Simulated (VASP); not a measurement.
# InSe2 (P4/nmm) in VASP: notebook

The runs below take InSe2 through single point, relaxation of cell and atoms, with PBE.

Program: VASP 6.6.1. These are calculated values, not measurements. Logs are shortened: lines on timing, memory, paths and dates and some standing lists are left out, and cuts for length are marked.

### 1 The cell of the first run

It takes space group P4/nmm (No. 129, tetragonal). Conventional cell: a = 4.046 Å, b = 4.046 Å, c = 8.627 Å, α = 90.00°, β = 90.00°, γ = 90.00°. In (site symmetry 4mm) has 9 Se at 2.89 to 3.21 Å within 3.8 Å. Se (site symmetry 4mm) has 5 In at 2.89 to 2.96 Å and 12 Se at 3.57 to 4.05 Å within 4.1 Å. Se (site symmetry -4m2) has 12 Se at 2.86 to 4.05 Å and 4 In at 3.21 Å within 4.1 Å.

### 2 Single point, PBE

Contents of INCAR:

```
PREC = Accurate
ENCUT = 520
EDIFF = 1E-7
ISMEAR = 0
SIGMA = 0.1
LREAL = F
LASPH = T
NELM = 80
ALGO = Normal
ISIF = 2
LWAVE = F
LCHARG = F
GGA = PE
NBANDS = 34
```

Contents of KPOINTS:

```
regular mesh
0
Gamma
  2 2 1
```

Contents of POSCAR:

```
InSe2
1.0
    4.0456424590      0.0000000000      0.0000000000
    0.0000000000      4.0456424590      0.0000000000
    0.0000000000      0.0000000000      8.6274333616
In Se
2 4
Direct
    0.0000000000      0.5000000000      0.7113511618
    0.5000000000      0.0000000000      0.2886488382
    0.0000000000      0.5000000000      0.3761868351
    0.5000000000      0.0000000000      0.6238131649
    0.0000000000      0.0000000000      0.0000000000
    0.5000000000      0.5000000000      0.0000000000
```

Potentials or basis: VASP PAW PBE potentials, release 64 (In_d, Se).

On the command line:

```
$ cat potpaw_PBE.64/In_d/POTCAR potpaw_PBE.64/Se/POTCAR > POTCAR
$ mpirun -np 1 vasp_std > vasp.out
```

OUTCAR:

```text
PREC = Accurate
   ENCUT = 520
   EDIFF = 1E-7
   ISMEAR = 0
   LREAL = F
   LASPH = T
   NELM = 80
   ISIF = 2
   GGA = PE

 ion  position               nearest neighbor table
   1  0.000  0.500  0.711-   3 2.89   4 2.96   4 2.96   4 2.96   4 2.96   5 3.21   6 3.21   6 3.21
                             5 3.21
   2  0.500  0.000  0.289-   4 2.89   3 2.96   3 2.96   3 2.96   3 2.96   6 3.21   6 3.21   5 3.21
                             5 3.21
   3  0.000  0.500  0.376-   1 2.89   2 2.96   2 2.96   2 2.96   2 2.96
   4  0.500  0.000  0.624-   2 2.89   1 2.96   1 2.96   1 2.96   1 2.96
   5  0.000  0.000  0.000-   1 3.21   2 3.21   1 3.21   2 3.21
   6  0.500  0.500  0.000-   1 3.21   2 3.21   2 3.21   1 3.21

  LATTYP: Found a simple tetragonal cell.
 ALAT       =     4.0456424590
 C/A-ratio  =     2.1325249201

  Lattice vectors:

 A1 = (   4.0456424590,   0.0000000000,   0.0000000000)
 A2 = (   0.0000000000,   4.0456424590,   0.0000000000)
 A3 = (   0.0000000000,   0.0000000000,   8.6274333616)

Analysis of symmetry for initial positions (statically):
=====================================================================
 Subroutine PRICEL returns:
 Original cell was already a primitive cell.

 Routine SETGRP: Setting up the symmetry group for a
 simple tetragonal supercell.

 Subroutine GETGRP returns: Found 16 space group operations
 (whereof  8 operations were pure point group operations)
 out of a pool of 16 trial point group operations.

The static configuration has the point symmetry D_2d.
 The point group associated with its full space group is D_4h.

Analysis of symmetry for dynamics (positions and initial velocities):
=====================================================================
 Subroutine PRICEL returns:
 Original cell was already a primitive cell.

 Routine SETGRP: Setting up the symmetry group for a
 simple tetragonal supercell.

 Subroutine GETGRP returns: Found 16 space group operations
 (whereof  8 operations were pure point group operations)
 out of a pool of 16 trial point group operations.

The dynamic configuration has the point symmetry D_2d.
 The point group associated with its full space group is D_4h.

 Subroutine INISYM returns: Found 16 space group operations
 (whereof  8 operations are pure point group operations),
 and found     1 'primitive' translations

----------------------------------------------------------------------------------------

                                     Primitive cell

  volume of cell :     141.2071

  direct lattice vectors                    reciprocal lattice vectors
     4.045642459  0.000000000  0.000000000     0.247179530  0.000000000  0.000000000
     0.000000000  4.045642459  0.000000000     0.000000000  0.247179530  0.000000000
     0.000000000  0.000000000  8.627433362     0.000000000  0.000000000  0.115909328

  length of vectors
     4.045642459  4.045642459  8.627433362     0.247179530  0.247179530  0.115909328

  position of ions in fractional coordinates (direct lattice)
     0.000000000  0.500000000  0.711351162
     0.500000000  0.000000000  0.288648838
     0.000000000  0.500000000  0.376186835
     0.500000000  0.000000000  0.623813165
     0.000000000  0.000000000  0.000000000
     0.500000000  0.500000000  0.000000000

  ion indices of the primitive-cell ions
   primitive index   ion index
                 1           1
                 2           2
                 3           3
                 4           4
                 5           5
                 6           6

----------------------------------------------------------------------------------------

 KPOINTS: regular mesh

Automatic generation of k-mesh.
 Grid dimensions read from file:
 generate k-points for:    2    2    1

 Generating k-lattice:

  Cartesian coordinates                     Fractional coordinates (reciprocal lattice)
     0.123589765  0.000000000  0.000000000     0.500000000  0.000000000  0.000000000
     0.000000000  0.123589765  0.000000000     0.000000000  0.500000000  0.000000000
     0.000000000  0.000000000  0.115909328     0.000000000  0.000000000  1.000000000

  Length of vectors
     0.123589765  0.123589765  0.115909328

  Shift w.r.t. Gamma in fractional coordinates (k-lattice)
     0.000000000  0.000000000  0.000000000

 Subroutine IBZKPT returns following result:
 ===========================================

 Found      3 irreducible k-points:

 Following reciprocal coordinates:
            Coordinates               Weight
  0.000000  0.000000  0.000000      1.000000
  0.500000  0.000000  0.000000      2.000000
  0.500000  0.500000  0.000000      1.000000
   k-points           NKPTS =      3   k-points in BZ     NKDIM =      3   number of bands    NBANDS=     34
   number of dos      NEDOS =    301   number of ions     NIONS =      6
   total plane-waves  NPLWV =  57600
   dimension x,y,z NGX =    30 NGY =   30 NGZ =   64
   dimension x,y,z NGXF=    60 NGYF=   60 NGZF=  128
   ions per type =               2   4
   NGX,Y,Z   is equivalent  to a cutoff of  12.33, 12.33, 12.33 a.u.
   NGXF,Y,Z  is equivalent  to a cutoff of  24.66, 24.66, 24.66 a.u.
 SYSTEM =  unknown system
   PREC   = accura    normal or accurate (medium, high low for compatibility)
   ISTART =      0    job   : 0-new  1-cont  2-samecut
   ICHARG =      2    charge: 1-file 2-atom 10-const
   ISPIN  =      1    spin polarized calculation?
   LNONCOLLINEAR =      F non collinear calculations
   LSORBIT =      F    spin-orbit coupling
   LASPH  =      T    aspherical Exc in radial PAW
   ENCUT  =  520.0 eV  38.22 Ry    6.18 a.u.   7.52  7.52 16.04*2*pi/ulx,y,z
   NELM   =     80;   NELMIN=  2; NELMDL= -5     # of ELM steps
   EDIFF  = 0.1E-06   stopping-criterion for ELM
   LREAL  =      F    real-space projection
   EDIFFG = 0.1E-05   stopping-criterion for IOM
   NSW    =      0    number of steps for IOM
   IBRION =     -1    ionic relax: 0-MD 1-quasi-New 2-CG
   NFREE  =      0    steps in history (QN), initial steepest desc. (CG)
   ISIF   =      2    stress and relaxation
   ISYM   =      2    0-nonsym 1-usesym 2-fastsym
   POTIM  = 0.5000    time-step for ionic-motion
   TEBEG  =    0.0;   TEEND  =   0.0 temperature during run
   PSTRESS=    0.0 pullay stress
   NELECT =      50.0000    total number of electrons
   NUPDOWN=      -1.0000    fix difference up-down
   EMIN   =  10.00;   EMAX   =-10.00  energy-range for DOS
   EFERMI =   0.00;   METHOD = LEGACY
   ISMEAR =     0;   SIGMA  =   0.10  broadening in eV -4-tet -1-fermi 0-gaus
   EFERMI_NEDOS =   21; number of points for ismear=-14 and -15
   IALGO  =     38    algorithm
   IMIX   =      4    mixing-type and parameters
     AMIX     =   0.40;   BMIX     =  1.00
     AMIX_MAG =   1.60;   BMIX_MAG =  1.00
  volume/ion in A,a.u.               =      23.53       158.82
  Fermi-wavevector in a.u.,A,eV,Ry     =   1.158189  2.188659 18.250867  1.341401
  Thomas-Fermi vector in A             =   2.294793
   LORBIT       =      0    0 simple, 1 ext, 2 COOP (PROOUT), +10 PAW based schemes
   GGA     = PE    functional components
   LHFCALC =     F    Hartree Fock is set to
   AEXX    =    0.0000 exact exchange contribution
   IVDW    =     0    specifies the selected vdW correction
   LEPSILON=     F    determine dielectric tensor
   LRPA    =     F    only Hartree local field effects (RPA)
 non-spin polarized calculation
 Gauss-broadening in eV      SIGMA  =   0.10
  energy-cutoff  :      520.00
  volume of cell :      141.21
 maximum number of plane-waves:      3817
   NGX = 15   NGY = 15   NGZ = 33

 number of electron      49.9999988 magnetization

 Free energy of the ion-electron system (eV)
  ---------------------------------------------------
  ext. energy  EPLUGINS =         0.00000000
  ---------------------------------------------------
  free energy    TOTEN  =       -20.05339746 eV

  energy without entropy =      -20.05265937  energy(sigma->0) =      -20.05302841

 E-fermi :   4.6140     XC(G=0): -10.0672

 val. band max:        4.3840947715   @ k =   0.5000   0.0000   0.0000
 cond. band min:       4.8233359785   @ k =   0.5000   0.5000   0.0000
 fundamental gap:      0.4392412070
 Fermi energy:         4.6139831537

 k-point     1 :       0.0000    0.0000    0.0000
  band No.  band energies     occupation
      1      -9.4525      2.00000
      2      -9.4046      2.00000
      3      -9.3389      2.00000
      4      -9.3302      2.00000
      5      -9.2848      2.00000
      6      -9.2848      2.00000
[... 26 lines left out ...]
     33      10.9913      0.00000
     34      11.9155      0.00000

 k-point     2 :       0.5000    0.0000    0.0000
  band No.  band energies     occupation
      1      -9.3703      2.00000
      2      -9.3703      2.00000
      3      -9.3280      2.00000
      4      -9.3280      2.00000
      5      -9.3177      2.00000
      6      -9.3177      2.00000
[... 26 lines left out ...]
     33      11.1738      0.00000
     34      11.1738      0.00000

 k-point     3 :       0.5000    0.5000    0.0000
  band No.  band energies     occupation
      1      -9.5295      2.00000
      2      -9.5295      2.00000
      3      -9.3439      2.00000
      4      -9.3439      2.00000
      5      -9.2912      2.00000
      6      -9.2912      2.00000
[... 26 lines left out ...]
     33      12.3497      0.00000
     34      12.3497      0.00000

------------------------ aborting loop because EDIFF is reached ----------------------------------------

  FORCE on cell =-STRESS in cart. coord.  units (eV):
  Direction    XX          YY          ZZ          XY          YZ          ZX
  --------------------------------------------------------------------------------------
  -------------------------------------------------------------------------------------
  Total        0.0130843      0.0130843      0.0327530      0.0000000      0.0000000      0.0000000
  in kB        0.1484581      0.1484581      0.3716256      0.0000000      0.0000000      0.0000000
  external PRESSURE =       0.2228472 kB  Pullay stress =       0.0000000 kB

 VOLUME and BASIS-vectors are now :
 -----------------------------------------------------------------------------
  energy-cutoff  :      520.00
  volume of cell :      141.21
      direct lattice vectors                 reciprocal lattice vectors
     4.045642459  0.000000000  0.000000000     0.247179530  0.000000000  0.000000000
     0.000000000  4.045642459  0.000000000     0.000000000  0.247179530  0.000000000
     0.000000000  0.000000000  8.627433362     0.000000000  0.000000000  0.115909328

 POSITION                                       TOTAL-FORCE (eV/Angst)
 -----------------------------------------------------------------------------------
      0.00000      2.02282      6.13713        -0.000000     -0.000000      0.000013
      2.02282      0.00000      2.49030         0.000000     -0.000000     -0.000013
      0.00000      2.02282      3.24553         0.000000      0.000000     -0.002233
      2.02282      0.00000      5.38191         0.000000     -0.000000      0.002233
      0.00000      0.00000      0.00000         0.000000      0.000000      0.000000
      2.02282      2.02282      0.00000        -0.000000     -0.000000      0.000000
 -----------------------------------------------------------------------------------
    total drift:                                0.000000      0.000000     -0.000000

  FREE ENERGIE OF THE ION-ELECTRON SYSTEM (eV)
  ---------------------------------------------------
  free  energy   TOTEN  =       -20.0533974588 eV

  energy  without entropy=      -20.0526593664  energy(sigma->0) =      -20.05302841
```

Wall time 17 s (1 thread of AMD EPYC 7R13 (Zen 3), shared host); peak memory 0.19 GiB.

What came out:

- Free energy: -20.0534 eV
- Pressure: 0.0 GPa
- Band gap on the k mesh: zero (bands 25 and 26 overlap by 0.71 eV)

Forces on the atoms (eV/Å):
```
In   0.000  0.000  0.000
In   0.000  0.000  0.000
Se   0.000  0.000 -0.002
Se   0.000  0.000  0.002
Se   0.000  0.000  0.000
Se   0.000  0.000  0.000
```

Caveat: the k points lie up to 0.78 Å⁻¹ apart, too coarse for converged energies and pressures of a metal; spin-orbit coupling is left out, which moves the levels of the heavy elements.

### 3 Single point, PBE

This run uses another cell than the first one, of 24.32 Å³/atom.

Contents of INCAR:

```
  PREC = Accurate
  ENCUT = 520
  EDIFF = 1E-6
  ISMEAR = 0
  SIGMA = 0.1
  LREAL = False
  LASPH = True
  NELM = 80
  ALGO = Normal
  ISIF = 2
  LWAVE = False
  LCHARG = False
  GGA = PE
  NBANDS = 34
```

Contents of KPOINTS:

```
Automatic mesh
0
Gamma
  4 4 1
```

Contents of POSCAR:

```
InSe2
1.0
    3.9031454798      0.0000000000      0.0000000000
    0.0000000000      3.9031454798      0.0000000000
    0.0000000000      0.0000000000      9.5773492987
In Se
2 4
Direct
    0.0000000000      0.5000000000      0.6919122778
    0.5000000000      0.0000000000      0.3080877222
    0.0000000000      0.5000000000      0.3681128527
    0.5000000000      0.0000000000      0.6318871473
    0.0000000000      0.0000000000      0.0000000000
    0.5000000000      0.5000000000      0.0000000000
```

Potentials or basis: VASP PAW PBE potentials, release 64 (In_d, Se).

On the command line:

```
$ cat potpaw_PBE.64/In_d/POTCAR potpaw_PBE.64/Se/POTCAR > POTCAR
$ mpirun -np 1 vasp_std > vasp.out
```

Run time: 25 s. Hardware: 1 thread of AMD EPYC 7R13 (Zen 3), shared host; peak memory 0.21 GiB.

It converged, with:

| Property | Result |
| --- | --- |
| Free energy | -20.5055 eV |
| Pressure | 0.0 GPa |
| Band gap on the k mesh | zero (bands 25 and 26 overlap by 1.68 eV) |

Levels at points of the mesh, in eV from the Fermi level:
| k point | band 22 | band 23 | band 24 | band 25 | band 26 | band 27 | band 28 | band 29 |
| --- | --- | --- | --- | --- | --- | --- | --- | --- |
| (0.00, 0.00, 0.00) | -1.64 | -1.33 | -1.33 | 0.73 | 1.05 | 3.23 | 3.23 | 3.85 |
| (0.50, 0.00, 0.00) | -1.41 | -0.87 | -0.87 | -0.59 | -0.59 | 2.24 | 2.24 | 3.50 |
| (0.50, 0.50, 0.00) | -3.25 | -1.02 | -1.02 | -0.56 | -0.56 | 3.42 | 3.42 | 4.68 |

Caveat: the k points lie up to 0.66 Å⁻¹ apart, too coarse for converged energies and pressures of a metal; spin-orbit coupling is left out, which moves the levels of the heavy elements.

### 4 Relaxation of cell and atoms, PBE

This run uses another cell than the first one, of 24.34 Å³/atom.

Contents of INCAR:

```
PREC = Accurate
ENCUT = 600
EDIFF = 1E-7
ISMEAR = 0
SIGMA = 0.1
LREAL = F
LASPH = T
NELM = 100
ALGO = Normal
ISIF = 3
LWAVE = F
LCHARG = F
GGA = PE
IBRION = 2
NSW = 80
EDIFFG = -0.01
```

Contents of KPOINTS:

```
regular mesh
0
Gamma
  2 2 1
```

Contents of POSCAR:

```
InSe2
1.0
    3.8948930000      0.0000000000      0.0000000000
    0.0000000000      3.8948930000      0.0000000000
    0.0000000000      0.0000000000      9.6262310000
In Se
2 4
Direct
    0.0000000000      0.5000000000      0.7064680000
    0.5000000000      0.0000000000      0.2935320000
    0.0000000000      0.5000000000      0.3662120000
    0.5000000000      0.0000000000      0.6337880000
    0.0000000000      0.0000000000      0.0000000000
    0.5000000000      0.5000000000      0.0000000000
```

On the command line:

```
$ cat potpaw_PBE.64/In_d/POTCAR potpaw_PBE.64/Se/POTCAR > POTCAR
$ mpirun -np 1 vasp_std > vasp.out
```

It took 5.1 min on 1 thread of AMD EPYC 7R13 (Zen 3), shared host; peak memory 0.25 GiB.

Results (log left out):

```
Free energy                           : -20.0532 eV
Relaxed volume                        : 23.53 Å³/atom
Relaxed cell                          : a = 4.045 Å, b = 4.045 Å, c = 8.627 Å, α = 90.00°, β = 90.00°, γ = 90.00°
Space group after relaxing (to 0.1 Å) : P4/nmm (No. 129)
Energy gained by relaxing             : 48.1 meV/atom
Ionic steps                           : 21
Pressure after relaxing               : 0.1 GPa
Largest force after relaxing          : 0.007 eV/Å
Band gap on the k mesh                : zero (bands 25 and 26 overlap by 0.71 eV)
```

Forces in eV/Å, atoms in the order of the input:
```
In   0.000  0.000  0.007
In   0.000  0.000 -0.007
Se   0.000  0.000 -0.002
Se   0.000  0.000  0.002
Se   0.000  0.000  0.000
Se   0.000  0.000  0.000
```

Step by step:
```
step  energy change (eV)  largest force (eV/Å)  pressure (GPa)  volume (Å³)
   1              0.0000                0.2588            2.27       146.03
   2             -0.1120                0.0994           -1.78       153.33
   3             -0.1156                0.1164           -1.19       152.11
   4             -0.1577                0.1505           -0.78       149.28
   5             -0.2489                0.3135            0.82       140.72
   6              0.4955                0.6275           12.35       123.38
   7             -0.2506                0.3487            1.21       139.46
   8             -0.2513                0.3236            1.78       137.86
   9             -0.2524                0.3407            1.51       138.59
  10             -0.2656                0.2205            1.28       138.48
  11             -0.2657                0.2294            1.29       138.49
  12             -0.2767                0.2093            0.58       139.98
  13             -0.2809                0.1849           -0.23       141.77
  14             -0.2831                0.1558           -0.19       141.71
  15             -0.2871                0.0661           -0.08       141.53
  16             -0.2839                0.1191            0.17       141.16
  17             -0.2878                0.0581           -0.01       141.42
  18             -0.2882                0.0349           -0.02       141.37
  19             -0.2883                0.0207           -0.02       141.34
  20             -0.2884                0.0151            0.01       141.27
  21             -0.2884                0.0069            0.06       141.17
```

Final structure:
```cif
data_structure
_symmetry_space_group_name_H-M 'P 1'
_symmetry_Int_Tables_number 1
_cell_length_a 4.0453
_cell_length_b 4.0453
_cell_length_c 8.6267
_cell_angle_alpha 90.000
_cell_angle_beta 90.000
_cell_angle_gamma 90.000
_cell_volume 141.17
loop_
_atom_site_label
_atom_site_type_symbol
_atom_site_fract_x
_atom_site_fract_y
_atom_site_fract_z
_atom_site_occupancy
In1 In 0.00000 0.50000 0.71122 1
In2 In 0.50000 0.00000 0.28878 1
Se1 Se 0.00000 0.50000 0.37619 1
Se2 Se 0.50000 0.00000 0.62381 1
Se3 Se 0.00000 0.00000 0.00000 1
Se4 Se 0.50000 0.50000 0.00000 1
```

Levels at points of the mesh, in eV from the Fermi level:
| k point | band 22 | band 23 | band 24 | band 25 | band 26 | band 27 |
| --- | --- | --- | --- | --- | --- | --- |
| (0.00, 0.00, 0.00) | -1.69 | -0.61 | -0.61 | 0.49 | 1.53 | 3.24 |
| (0.50, 0.00, 0.00) | -0.90 | -0.31 | -0.31 | -0.23 | -0.23 | 2.27 |
| (0.50, 0.50, 0.00) | -3.11 | -0.24 | -0.24 | 0.21 | 0.21 | 3.96 |

Caveat: the k points lie up to 0.78 Å⁻¹ apart in the final cell, too coarse for converged energies and pressures of a metal; spin-orbit coupling is left out, which moves the levels of the heavy elements.

(Continued in part 2 of 2.)
